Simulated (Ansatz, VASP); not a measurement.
# Two plane-wave programs on InSb

```xyz
2
Lattice="0.0000 3.2382 2.6994 3.2382 0.0000 2.6994 3.2382 3.2382 0.0000" Properties=species:S:1:pos:R:3 pbc="T T T"
In    0.0000    0.0000    0.0000
Sb    3.2382    3.2382    2.6994
```

Alike in both runs: task single point; functional PBE; k mesh 14 × 14 × 14; occupations gaussian, width 0.15 eV; no spin polarisation.

|  | VASP | Ansatz |
| --- | --- | --- |
| version | VASP 6.6.1 | Ansatz 0.2.0 |
| potentials or method | VASP PAW PBE potentials, release 64 (In_d, Sb), cutoff 520 eV | scalar-relativistic, plane waves, PAW |
| valence electrons in the cell | 18 | 28 |

```csv
,VASP,Ansatz,Ansatz less VASP
gap on the k mesh at the Fermi level (eV),none,none,-
pressure (GPa),5.7,5.7,+0.05
"traceless stress, the component that is largest in VASP (GPa)",15.87,15.93,+0.054
```

A gap of «none» marks a metal or a gap that the smearing closes. VASP's potentials hold 18 valence electrons a cell and Ansatz's 28, so a difference there can come from the potentials and not from the codes.

Spin-orbit coupling is off throughout.
